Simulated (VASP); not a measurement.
# Au (Fm-3m) in VASP: notebook, part 2 of 2

VASP 6.6.1. Earlier steps stand in the parts before.

## (3) Relaxation of cell and atoms, PBE

This run uses another cell than the first one, of 18.07 Å³/atom.

File INCAR:

```
SYSTEM = Au
PREC = Accurate
ENCUT = 600
EDIFF = 1E-6
ISMEAR = 0
SIGMA = 0.1
LREAL = .FALSE.
LASPH = .TRUE.
NELM = 60
ALGO = Normal
ISIF = 3
LWAVE = .FALSE.
LCHARG = .FALSE.
GGA = PE
IBRION = 2
NSW = 100
EDIFFG = -0.005
```

File KPOINTS:

```
Automatic mesh
0
G
  18 18 18
  0 0 0
```

File POSCAR:

```
Au
1.0
    0.0000000000      2.0828373995      2.0828373995
    2.0828373995      0.0000000000      2.0828373995
    2.0828373995      2.0828373995      0.0000000000
Au
1
Direct
    0.0000000000      0.0000000000      0.0000000000
```

Potentials or basis: VASP PAW PBE potentials, release 64 (Au).

Run with:

```bash
$ cat potpaw_PBE.64/Au/POTCAR > POTCAR
$ mpirun -np 1 vasp_std > vasp.out
```

It took 84 s on 1 thread of AMD EPYC 7R13, shared host; peak memory 0.15 GiB.

It converged, with:

- Free energy: -3.2223 eV
- Relaxed volume: 17.95 Å³/atom
- Relaxed cell: a = 2.939 Å, b = 2.939 Å, c = 2.939 Å, α = 60.00°, β = 60.00°, γ = 60.00°
- Space group after relaxing (to 0.1 Å): Fm-3m (No. 225)
- Energy gained by relaxing: 0.4 meV/atom
- Ionic steps: 3
- Pressure after relaxing: 0.0 GPa
- Band gap on the k mesh: zero (an odd number of electrons rules out a gap without spin polarisation)

The path:
```csv
step,energy change (eV),largest force (eV/Å),pressure (GPa),volume (Å³)
1,0.0000,0.0000,-0.93,18.07
2,0.0002,0.0000,1.23,17.80
3,-0.0004,0.0000,0.02,17.95
```

Final structure:
```
Au
1.0
     0.00000    2.07816    2.07816
     2.07816    0.00000    2.07816
     2.07816    2.07816    0.00000
Au
1
Cartesian
  0.0000 0.0000 0.0000
```

Levels at points of the mesh, in eV from the Fermi level:
| k point | band 2 | band 3 | band 4 | band 5 | band 6 | band 7 | band 8 | band 9 |
| --- | --- | --- | --- | --- | --- | --- | --- | --- |
| (0.00, 0.00, 0.00) | -4.38 | -4.38 | -4.38 | -2.99 | -2.99 | 14.63 | 18.33 | 18.33 |
| (0.50, 0.00, 0.00) | -4.41 | -4.41 | -1.90 | -1.90 | -0.67 | 2.85 | 14.07 | 16.79 |
| (0.50, 0.50, 0.00) | -6.26 | -1.94 | -1.61 | -1.61 | 1.21 | 5.41 | 9.91 | 9.91 |

Caveat: spin-orbit coupling is left out, which moves the levels of the heavy elements.

## (4) Single point, PBE

This run uses another cell than the first one, of the same volume but with other edges.

File INCAR:

```
SYSTEM = Au
PREC = Accurate
ENCUT = 520
EDIFF = 1E-6
ISMEAR = 0
SIGMA = 0.1
LREAL = .False.
LASPH = .True.
NELM = 60
ALGO = Fast
ISIF = 2
LWAVE = .False.
LCHARG = .True.
GGA = PE
LELF = .True.
LVHAR = .True.
NBANDS = 12
ISYM = 0
```

File KPOINTS:

```
regular mesh
0
Gamma
  12 5 39
  0 0 0
```

File POSCAR:

```
Au
1.0
    2.9402155840      0.0000000000      0.0000000000
    0.0000000000      7.2020279146      0.0000000000
    1.4701077920     -2.4006759715      0.8487671295
Au
1
Direct
    0.0000000000      0.0000000000      0.0000000000
```

Potentials or basis: VASP PAW PBE potentials, release 64 (Au).

Run with:

```bash
$ cat potpaw_PBE.64/Au/POTCAR > POTCAR
$ mpirun -np 1 vasp_std > vasp.out
```

OUTCAR:

```text
SYSTEM = Au
   PREC = Accurate
   ENCUT = 520
   EDIFF = 1E-6
   ISMEAR = 0
   LREAL = .False.
   LASPH = .True.
   NELM = 60
   ISIF = 2
   GGA = PE
   ISYM = 0

 ion  position               nearest neighbor table
   1  0.000  0.000  0.000-

IMPORTANT INFORMATION: All symmetrisations will be switched off!
NOSYMM: (Re-)initialisation of all symmetry stuff for point group C_1.

----------------------------------------------------------------------------------------

[... 532 lines left out ...]

  FORCE on cell =-STRESS in cart. coord.  units (eV):
  Direction    XX          YY          ZZ          XY          YZ          ZX
  --------------------------------------------------------------------------------------
  -------------------------------------------------------------------------------------
  Total        0.0475003     -0.0276987     -0.0782857      0.0001436     -0.0183493      0.0249618
  in kB        4.2343297     -2.4691489     -6.9786340      0.0128049     -1.6357171      2.2251735
  external PRESSURE =      -1.7378177 kB  Pullay stress =       0.0000000 kB

 VOLUME and BASIS-vectors are now :
 -----------------------------------------------------------------------------
  energy-cutoff  :      520.00
  volume of cell :       17.97
      direct lattice vectors                 reciprocal lattice vectors
     2.940215584  0.000000000  0.000000000     0.340111115  0.000000000 -0.589089731
     0.000000000  7.202027915  0.000000000     0.000000000  0.138849781  0.392726487
     1.470107792 -2.400675972  0.848767129     0.000000000  0.000000000  1.178179462

 POSITION                                       TOTAL-FORCE (eV/Angst)
 -----------------------------------------------------------------------------------
      0.00000      0.00000      0.00000        -0.000000     -0.000000     -0.000000
 -----------------------------------------------------------------------------------
    total drift:                               -0.000000     -0.000000     -0.000000

  FREE ENERGIE OF THE ION-ELECTRON SYSTEM (eV)
  ---------------------------------------------------
  free  energy   TOTEN  =        -3.2207420568 eV

  energy  without entropy=       -3.2194442630  energy(sigma->0) =       -3.22009316
```

Run time: 16 min. Hardware: 1 thread of AMD EPYC 7R13, shared host; peak memory 0.38 GiB.

The run converged, but its numbers aren't listed here, since they failed a check.

Caveat: spin-orbit coupling is left out, which moves the levels of the heavy elements.

## (5) Single point, PBE

This run uses another cell than the first one, of 18.07 Å³/atom.

File INCAR:

```
PREC     = Accurate       # precision mode
ENCUT    = 500            # plane-wave cutoff, eV
EDIFF    = 1E-6           # SCF threshold, eV
ISMEAR   = 0              # smearing method
SIGMA    = 0.1            # smearing width, eV
LREAL    = False          # projectors in reciprocal space
LASPH    = True           # aspherical terms in the spheres
NELM     = 120            # most SCF steps
ALGO     = Normal         # electronic algorithm
ISIF     = 2              # what is computed and relaxed
LWAVE    = False          # write WAVECAR
LCHARG   = False          # write CHGCAR
GGA      = PE             # functional
NBANDS   = 12             # bands
GGA_COMPAT= False
```

File KPOINTS:

```
Automatic mesh
0
Gamma
  8 8 8
```

File POSCAR:

```
Au
1.0
    0.0000000000      2.0828374007      2.0828374007
    2.0828374007      0.0000000000      2.0828374007
    2.0828374007      2.0828374007      0.0000000000
Au
1
Direct
    0.0000000000      0.0000000000      0.0000000000
```

Run with:

```bash
$ cat potpaw_PBE.64/Au/POTCAR > POTCAR
$ mpirun -np 1 vasp_std > vasp.out
```

Wall time 6.5 s (1 thread of Intel Xeon Platinum 8259CL at 2.50GHz (Skylake/Cascade Lake), shared host); peak memory 0.14 GiB.

The run converged. Its results:

| Item | Value |
| --- | --- |
| Free energy | -3.1881 eV |
| Pressure | -0.3 GPa |
| Band gap on the k mesh | zero (an odd number of electrons rules out a gap without spin polarisation) |

Levels at points of the mesh, in eV from the Fermi level:
```
           k point  band 2  band 3  band 4  band 5  band 6  band 7  band 8  band 9  band 10  band 11
(0.00, 0.00, 0.00)   -4.28   -4.28   -4.28   -2.92   -2.92   14.69   18.35   18.35    18.35    23.07
(0.50, 0.00, 0.00)   -4.31   -4.31   -1.83   -1.83   -0.59    2.87   14.13   16.79    16.79    24.16
(0.50, 0.50, 0.00)   -6.15   -1.88   -1.54   -1.54    1.29    5.42    9.94    9.94    16.68    19.13
```

Caveat: spin-orbit coupling is left out, which moves the levels of the heavy elements.

## (6) Relaxation of cell and atoms, PBE

This run uses another cell than the first one, of 16.98 Å³/atom.

File INCAR:

```
ALGO = Normal
EDIFF = 1E-7
EDIFFG = -0.05
ENCUT = 500
GGA = PE
GGA_COMPAT = F
IBRION = 2
ISIF = 3
ISMEAR = 0
LASPH = T
LCHARG = F
LREAL = F
LWAVE = F
NELM = 120
NELMIN = 4
NSW = 100
PREC = Accurate
SIGMA = 0.1
```

File KPOINTS:

```
k-points
0
Gamma
  8 8 8
```

File POSCAR:

```
Au
1.0
    0.0000000000      2.0399988786      2.0399988786
    2.0399988786      0.0000000000      2.0399988786
    2.0399988786      2.0399988786      0.0000000000
Au
1
Direct
    0.0000000000      0.0000000000      0.0000000000
```

Potentials or basis: VASP PAW PBE potentials, release 64 (Au).

Run with:

```bash
$ cat potpaw_PBE.64/Au/POTCAR > POTCAR
$ mpirun -np 1 vasp_std > vasp.out
```

It took 13 s on 1 thread of Intel Xeon Platinum 8259CL at 2.50GHz (Skylake/Cascade Lake), shared host; peak memory 0.14 GiB.

Results (log left out):

```yaml
Free_energy: -3.1874 eV
Relaxed_volume: 18.06 Å³/atom
Relaxed_cell: a = 2.945 Å, b = 2.945 Å, c = 2.945 Å, α = 60.00°, β = 60.00°, γ = 60.00°
Space_group_after_relaxing_to_0.1_Å: Fm-3m (No. 225)
Energy_gained_by_relaxing: 31.0 meV/atom
Ionic_steps: 3
Pressure_after_relaxing: -0.2 GPa
Band_gap_on_the_k_mesh: zero (an odd number of electrons rules out a gap without spin polarisation)
```

Step by step:
```csv
step,energy change (eV),largest force (eV/Å),pressure (GPa),volume (Å³)
1,0.0000,0.0000,10.06,16.98
2,0.0250,0.0000,-9.51,19.74
3,-0.0310,0.0000,-0.18,18.06
```

Final structure:
```xyz
1
Lattice="0.0000 2.0826 2.0826 2.0826 0.0000 2.0826 2.0826 2.0826 0.0000" Properties=species:S:1:pos:R:3 pbc="T T T"
Au    0.0000    0.0000    0.0000
```

Levels at points of the mesh, in eV from the Fermi level:
| k point | band 2 | band 3 | band 4 | band 5 | band 6 | band 7 | band 8 | band 9 |
| --- | --- | --- | --- | --- | --- | --- | --- | --- |
| (0.00, 0.00, 0.00) | -4.28 | -4.28 | -4.28 | -2.92 | -2.92 | 14.69 | 18.35 | 18.35 |
| (0.50, 0.00, 0.00) | -4.32 | -4.32 | -1.83 | -1.83 | -0.59 | 2.87 | 14.12 | 16.79 |
| (0.50, 0.50, 0.00) | -6.15 | -1.88 | -1.54 | -1.54 | 1.28 | 5.42 | 9.94 | 9.94 |

Caveat: spin-orbit coupling is left out, which moves the levels of the heavy elements.

## (7) Summary

```tsv
task	cell	k mesh	cutoff (eV)	gap on the mesh (eV)	pressure (GPa)	relaxed volume (Å³/atom)
single point	a = 2.940 Å, angles 60.0°, 1 atom	18 × 18 × 18	520	none	-0.3	-
relaxation of cell and atoms	relaxed from a = 2.946 Å, angles 60.0°, 1 atom	18 × 18 × 18	600	none	0.0	17.95
single point	a = 2.946 Å, angles 60.0°, 1 atom	8 × 8 × 8	500	none	-0.3	-
relaxation of cell and atoms	relaxed from a = 2.885 Å, angles 60.0°, 1 atom	8 × 8 × 8	500	none	-0.2	18.06
```

Alike in all rows: level PBE; potentials or basis VASP PAW PBE potentials, release 64 (Au); no spin polarisation; smearing gaussian 0.1 eV.

Caveats: spin-orbit coupling is left out, which moves the levels of the heavy elements.

Absolute energies hang on the potentials; compare differences alone.
